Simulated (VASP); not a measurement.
Runs of VASP 6.6.1 on CsSnI3. The structure is that of space group Pm-3m (No. 221), or close to it. The cells are those of the table. 

```tsv
task	cell	cutoff (eV)	gap on the mesh (eV)	pressure (GPa)
single point	a = 6.011, b = 6.011, c = 6.163 Å, 5 atoms	520	0.17	0.7
single point	a = 6.134 Å, 5 atoms	520	(a)	0.0
single point	a = 6.011, b = 6.011, c = 6.208 Å, 5 atoms	520	0.17	0.6
relaxation of cell and atoms	relaxed from a = 6.206 Å, 5 atoms	600	0.11	0.0
```

Alike in all rows: level PBEsol; potentials or basis VASP PAW PBE potentials, release 64 (Cs_sv, Sn_d, I); no spin polarisation; k mesh 6 × 6 × 6; smearing gaussian 0.01 eV.

Task: Estimate the missing entries.

Result: (a) 0.10.

Caveats: semilocal functionals underestimate gaps, and a narrow one can read as zero; the PAW data sets were made with another functional, which shifts forces and pressure a little; spin-orbit coupling is left out, which moves the levels of the heavy elements.

A k mesh can miss the band edges, and the runs leave out spin-orbit coupling on Cs, I, Sn.
